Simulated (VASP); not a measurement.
# Na (Im-3m) in VASP: notebook

Na is run at these levels: PBEsol; tasks: single point.

All numbers are computed with VASP 6.6.1; they aren't measurements. Logs are shortened: lines on timing, memory, paths and dates and some standing lists are left out, and cuts for length are marked.

## (1) The cell of the first run

It takes space group Im-3m (No. 229, cubic). Conventional cell: a = 4.249 Å, b = 4.249 Å, c = 4.249 Å, α = 90.00°, β = 90.00°, γ = 90.00°. Na (site symmetry m-3m) has 14 Na at 3.68 to 4.25 Å within 4.8 Å.

## (2) Single point, PBEsol (volume scaled by 1.01)

The input, INCAR:

```
SYSTEM = Na
  PREC = Accurate
  ENCUT = 520
  EDIFF = 1E-7
  ISMEAR = -1
  SIGMA = 0.05
  LREAL = .False.
  LASPH = .True.
  NELM = 80
  ALGO = Normal
  ISIF = 2
  LWAVE = .False.
  LCHARG = .True.
  GGA = PS
  LELF = .True.
  LVHAR = .True.
  NBANDS = 10
```

The input, KPOINTS:

```
Automatic mesh
0
Gamma
  12 12 12
  0 0 0
```

The input, POSCAR:

```
Na
1.0
   -2.1245349354      2.1245349354      2.1245349354
    2.1245349354     -2.1245349354      2.1245349354
    2.1245349354      2.1245349354     -2.1245349354
Na
1
Direct
    0.0000000000      0.0000000000      0.0000000000
```

Potentials or basis: VASP PAW PBE potentials, release 64 (Na_pv).

Run with:

```bash
cat potpaw_PBE.64/Na_pv/POTCAR > POTCAR
mpirun -np 1 vasp_std > vasp.out
```

OUTCAR:

```text
SYSTEM = Na
   PREC = Accurate
   ENCUT = 520
   EDIFF = 1E-7
   ISMEAR = -1
   LREAL = .False.
   LASPH = .True.
   NELM = 80
   ISIF = 2
   GGA = PS

 ion  position               nearest neighbor table
   1  0.000  0.000  0.000-

  LATTYP: Found a body centered cubic cell.
 ALAT       =     4.2490698708

  Lattice vectors:

 A1 = (  -2.1245349354,   2.1245349354,   2.1245349354)
 A2 = (   2.1245349354,  -2.1245349354,   2.1245349354)
 A3 = (   2.1245349354,   2.1245349354,  -2.1245349354)

Analysis of symmetry for initial positions (statically):
=====================================================================
 Subroutine PRICEL returns:
 Original cell was already a primitive cell.

 Routine SETGRP: Setting up the symmetry group for a
 body centered cubic supercell.

 Subroutine GETGRP returns: Found 48 space group operations
 (whereof 48 operations were pure point group operations)
 out of a pool of 48 trial point group operations.

The static configuration has the point symmetry O_h .

Analysis of symmetry for dynamics (positions and initial velocities):
=====================================================================
 Subroutine PRICEL returns:
 Original cell was already a primitive cell.

 Routine SETGRP: Setting up the symmetry group for a
 body centered cubic supercell.

 Subroutine GETGRP returns: Found 48 space group operations
 (whereof 48 operations were pure point group operations)
 out of a pool of 48 trial point group operations.

The dynamic configuration has the point symmetry O_h .

 Subroutine INISYM returns: Found 48 space group operations
 (whereof 48 operations are pure point group operations),
 and found     1 'primitive' translations

----------------------------------------------------------------------------------------

                                     Primitive cell

  volume of cell :      38.3576

  direct lattice vectors                    reciprocal lattice vectors
    -2.124534935  2.124534935  2.124534935     0.000000000  0.235345624  0.235345624
     2.124534935 -2.124534935  2.124534935     0.235345624  0.000000000  0.235345624
     2.124534935  2.124534935 -2.124534935     0.235345624  0.235345624  0.000000000

  length of vectors
     3.679802451  3.679802451  3.679802451     0.332828973  0.332828973  0.332828973

  position of ions in fractional coordinates (direct lattice)
     0.000000000  0.000000000  0.000000000

  ion indices of the primitive-cell ions
   primitive index   ion index
                 1           1

----------------------------------------------------------------------------------------

 KPOINTS: Automatic mesh

Automatic generation of k-mesh.
 Grid dimensions read from file:
 generate k-points for:   12   12   12

 Generating k-lattice:

  Cartesian coordinates                     Fractional coordinates (reciprocal lattice)
     0.000000000  0.019612135  0.019612135     0.083333333  0.000000000  0.000000000
     0.019612135  0.000000000  0.019612135     0.000000000  0.083333333  0.000000000
     0.019612135  0.019612135  0.000000000     0.000000000  0.000000000  0.083333333

  Length of vectors
     0.027735748  0.027735748  0.027735748

  Shift w.r.t. Gamma in fractional coordinates (k-lattice)
     0.000000000  0.000000000  0.000000000

 Subroutine IBZKPT returns following result:
 ===========================================

 Found     72 irreducible k-points:

 Following reciprocal coordinates:
            Coordinates               Weight
  0.000000  0.000000  0.000000      1.000000
  0.083333  0.000000  0.000000     12.000000
  0.166667  0.000000  0.000000     12.000000
  0.250000  0.000000  0.000000     12.000000
  0.333333  0.000000  0.000000     12.000000
  0.416667  0.000000  0.000000     12.000000
[... 16 lines left out ...]
  0.333333  0.083333  0.083333     24.000000
  0.416667  0.083333  0.083333     12.000000
 [... further k-points ...]
   k-points           NKPTS =     72   k-points in BZ     NKDIM =     72   number of bands    NBANDS=     10
   number of dos      NEDOS =    301   number of ions     NIONS =      1
   total plane-waves  NPLWV =  21952
   dimension x,y,z NGX =    28 NGY =   28 NGZ =   28
   dimension x,y,z NGXF=    56 NGYF=   56 NGZF=   56
   ions per type =               1
   NGX,Y,Z   is equivalent  to a cutoff of  12.65, 12.65, 12.65 a.u.
   NGXF,Y,Z  is equivalent  to a cutoff of  25.30, 25.30, 25.30 a.u.
 SYSTEM =  Na
   PREC   = accura    normal or accurate (medium, high low for compatibility)
   ISTART =      0    job   : 0-new  1-cont  2-samecut
   ICHARG =      2    charge: 1-file 2-atom 10-const
   ISPIN  =      1    spin polarized calculation?
   LNONCOLLINEAR =      F non collinear calculations
   LSORBIT =      F    spin-orbit coupling
   LASPH  =      T    aspherical Exc in radial PAW
   ENCUT  =  520.0 eV  38.22 Ry    6.18 a.u.   6.84  6.84  6.84*2*pi/ulx,y,z
   NELM   =     80;   NELMIN=  2; NELMDL= -5     # of ELM steps
   EDIFF  = 0.1E-06   stopping-criterion for ELM
   LREAL  =      F    real-space projection
   EDIFFG = 0.1E-05   stopping-criterion for IOM
   NSW    =      0    number of steps for IOM
   IBRION =     -1    ionic relax: 0-MD 1-quasi-New 2-CG
   NFREE  =      0    steps in history (QN), initial steepest desc. (CG)
   ISIF   =      2    stress and relaxation
   ISYM   =      2    0-nonsym 1-usesym 2-fastsym
   POTIM  = 0.5000    time-step for ionic-motion
   TEBEG  =    0.0;   TEEND  =   0.0 temperature during run
   PSTRESS=    0.0 pullay stress
   NELECT =       7.0000    total number of electrons
   NUPDOWN=      -1.0000    fix difference up-down
   EMIN   =  10.00;   EMAX   =-10.00  energy-range for DOS
   EFERMI =   0.00;   METHOD = LEGACY
   ISMEAR =    -1;   SIGMA  =   0.05  broadening in eV -4-tet -1-fermi 0-gaus
   EFERMI_NEDOS =   21; number of points for ismear=-14 and -15
   IALGO  =     38    algorithm
   IMIX   =      4    mixing-type and parameters
     AMIX     =   0.40;   BMIX     =  1.00
     AMIX_MAG =   1.60;   BMIX_MAG =  1.00
  volume/ion in A,a.u.               =      38.36       258.85
  Fermi-wavevector in a.u.,A,eV,Ry     =   0.928589  1.754779 11.732004  0.862278
  Thomas-Fermi vector in A             =   2.054782
   LORBIT       =      0    0 simple, 1 ext, 2 COOP (PROOUT), +10 PAW based schemes
   GGA     = PS    functional components
   LHFCALC =     F    Hartree Fock is set to
   AEXX    =    0.0000 exact exchange contribution
   IVDW    =     0    specifies the selected vdW correction
   LEPSILON=     F    determine dielectric tensor
   LRPA    =     F    only Hartree local field effects (RPA)
 non-spin polarized calculation
  energy-cutoff  :      520.00
  volume of cell :       38.36
 maximum number of plane-waves:      1055
   NGX = 13   NGY = 13   NGZ = 13

 number of electron       7.0000013 magnetization

 Free energy of the ion-electron system (eV)
  ---------------------------------------------------
  ext. energy  EPLUGINS =         0.00000000
  ---------------------------------------------------
  free energy    TOTEN  =        -1.39699577 eV

  energy without entropy =       -1.39156845  energy(sigma->0) =       -1.39428211

 E-fermi :   0.1748     XC(G=0):  -6.4118

 val. band max:        0.1388482585   @ k =  -0.3333   0.4167   0.1667
 cond. band min:       0.2482826608   @ k =   0.3333   0.1667   0.0000
 fundamental gap:      0.1094344023
 Fermi energy:         0.1747682579

 k-point     1 :       0.0000    0.0000    0.0000
  band No.  band energies     occupation
      1     -24.6024      2.00000
      2     -24.6024      2.00000
      3     -24.6024      2.00000
      4      -2.9951      2.00000
      5      11.7234      0.00000
      6      11.7234      0.00000
      7      11.7234      0.00000
      8      12.7078      0.00000
      9      12.7078      0.00000
     10      13.2356      0.00000

 k-point     2 :       0.0833    0.0000    0.0000
  band No.  band energies     occupation
      1     -24.6045      2.00000
      2     -24.6031      2.00000
      3     -24.6024      2.00000
      4      -2.8757      2.00000
      5      10.2417      0.00000
      6      11.0154      0.00000
      7      11.2612      0.00000
      8      11.8343      0.00000
      9      12.1461      0.00000
     10      13.5117      0.00000

 k-point     3 :       0.1667    0.0000    0.0000
  band No.  band energies     occupation
      1     -24.6104      2.00000
      2     -24.6051      2.00000
      3     -24.6024      2.00000
      4      -2.5189      2.00000
      5       8.1069      0.00000
      6      10.0659      0.00000
      7      10.5448      0.00000
      8      10.9166      0.00000
      9      11.7484      0.00000
     10      13.7120      0.00000

 k-point     4 :       0.2500    0.0000    0.0000
  band No.  band energies     occupation
      1     -24.6184      2.00000
      2     -24.6078      2.00000
      3     -24.6023      2.00000
      4      -1.9296      2.00000
      5       6.1030      0.00000
      6       9.2884      0.00000
      7       9.9367      0.00000
      8      10.1968      0.00000
      9      11.2305      0.00000
     10      14.2301      0.00000

 k-point     5 :       0.3333    0.0000    0.0000
  band No.  band energies     occupation
      1     -24.6264      2.00000
      2     -24.6105      2.00000
      3     -24.6023      2.00000
      4      -1.1155      2.00000
      5       4.2760      0.00000
      6       8.7250      0.00000
      7       9.4934      0.00000
      8       9.6831      0.00000
      9      10.7651      0.00000
     10      14.8606      0.00000

 k-point     6 :       0.4167    0.0000    0.0000
  band No.  band energies     occupation
      1     -24.6321      2.00000
      2     -24.6125      2.00000
      3     -24.6023      2.00000
      4      -0.0890      1.98982
      5       2.6424      0.00000
      6       8.3851      0.00000
      7       9.2261      0.00000
      8       9.3755      0.00000
      9      10.4559      0.00000
     10      15.5913      0.00000
[... 183 lines left out ...]
 k-point    21 :       0.1667    0.0833    0.0833
  band No.  band energies     occupation
      1     -24.6209      2.00000
      2     -24.6069      2.00000
      3     -24.6041      2.00000
      4      -1.6958      2.00000
      5       6.2393      0.00000
      6       7.2965      0.00000
      7       8.3426      0.00000
      8      12.5940      0.00000
      9      12.9837      0.00000
     10      14.4349      0.00000

 k-point    22 :       0.2500    0.0833    0.0833
  band No.  band energies     occupation
      1     -24.6267      2.00000
      2     -24.6104      2.00000
      3     -24.6042      2.00000
      4      -0.8853      2.00000
      5       4.4642      0.00000
      6       6.7505      0.00000
      7       7.7878      0.00000
      8      12.0981      0.00000
      9      12.7387      0.00000
     10      15.0523      0.00000

 k-point    23 :       0.3333    0.0833    0.0833
  band No.  band energies     occupation
      1     -24.6306      2.00000
      2     -24.6133      2.00000
      3     -24.6043      2.00000
      4       0.1360      1.36973
      5       2.8525      0.00000
      6       6.4229      0.00000
      7       7.4587      0.00000
      8      11.7861      0.00000
      9      12.5210      0.00000
     10      15.7860      0.00000

 k-point    24 :       0.4167    0.0833    0.0833
  band No.  band energies     occupation
      1     -24.6320      2.00000
      2     -24.6144      2.00000
      3     -24.6043      2.00000
      4       1.1628      0.00000
      5       1.6277      0.00000
      6       6.3138      0.00000
      7       7.3491      0.00000
      8      11.6810      0.00000
      9      12.4407      0.00000
     10      16.2699      0.00000

 [... further k-points ...]

------------------------ aborting loop because EDIFF is reached ----------------------------------------

  FORCE on cell =-STRESS in cart. coord.  units (eV):
  Direction    XX          YY          ZZ          XY          YZ          ZX
  --------------------------------------------------------------------------------------
  -------------------------------------------------------------------------------------
  Total       -0.0938462     -0.0938462     -0.0938462     -0.0000000     -0.0000000      0.0000000
  in kB       -3.9199065     -3.9199065     -3.9199065     -0.0000000     -0.0000000      0.0000000
  external PRESSURE =      -3.9199065 kB  Pullay stress =       0.0000000 kB

 VOLUME and BASIS-vectors are now :
 -----------------------------------------------------------------------------
  energy-cutoff  :      520.00
  volume of cell :       38.36
      direct lattice vectors                 reciprocal lattice vectors
    -2.124534935  2.124534935  2.124534935     0.000000000  0.235345624  0.235345624
     2.124534935 -2.124534935  2.124534935     0.235345624  0.000000000  0.235345624
     2.124534935  2.124534935 -2.124534935     0.235345624  0.235345624  0.000000000

 POSITION                                       TOTAL-FORCE (eV/Angst)
 -----------------------------------------------------------------------------------
      0.00000      0.00000      0.00000        -0.000000      0.000000     -0.000000
 -----------------------------------------------------------------------------------
    total drift:                                0.000000     -0.000000      0.000000

  FREE ENERGIE OF THE ION-ELECTRON SYSTEM (eV)
  ---------------------------------------------------
  free  energy   TOTEN  =        -1.3969957750 eV

  energy  without entropy=       -1.3915684530  energy(sigma->0) =       -1.39428211
```

It took 20 s on 1 thread of AMD EPYC 7R43 (Zen 3), shared host; peak memory 0.12 GiB.

Results:

```yaml
Free_energy: -1.3970 eV
Pressure: -0.4 GPa
```

Caveat: the PAW data sets were made with another functional, which shifts forces and pressure a little.

## (3) Single point, PBEsol (volume scaled by 1.02)

The input, INCAR:

```
  ALGO = Normal
  EDIFF = 1E-7
  ENCUT = 520
  GGA = PS
  ISIF = 2
  ISMEAR = -1
  LASPH = True
  LCHARG = False
  LREAL = False
  LWAVE = False
  NBANDS = 10
  NELM = 100
  PREC = Accurate
  SIGMA = 0.05
```

The input, KPOINTS:

```
k-points
0
Gamma
  12 12 12
```

The input, POSCAR:

```
Na
1.0
   -2.1315235875      2.1315235875      2.1315235875
    2.1315235875     -2.1315235875      2.1315235875
    2.1315235875      2.1315235875     -2.1315235875
Na
1
Direct
    0.0000000000      0.0000000000      0.0000000000
```

Potentials or basis: VASP PAW PBE potentials, release 64 (Na_pv).

Run with:

```bash
cat potpaw_PBE.64/Na_pv/POTCAR > POTCAR
mpirun -np 1 vasp_std > vasp.out
```

It took 18 s on 1 thread of AMD EPYC 7R43 (Zen 3), shared host; peak memory 0.12 GiB.

It converged, with:

```yaml
Free_energy: -1.3960 eV
Pressure: -0.5 GPa
```

Levels at points of the mesh, in eV from the Fermi level:
```csv
k point,band 1,band 2,band 3,band 4,band 5,band 6,band 7
"(0.00, 0.00, 0.00)",-24.79,-24.79,-24.79,-3.15,11.49,11.49,11.49
"(0.50, 0.00, 0.00)",-24.82,-24.80,-24.79,0.77,1.22,8.06,8.90
"(0.50, 0.50, 0.50)",-24.81,-24.81,-24.81,4.48,4.48,4.78,4.78
```

Caveat: the PAW data sets were made with another functional, which shifts forces and pressure a little.
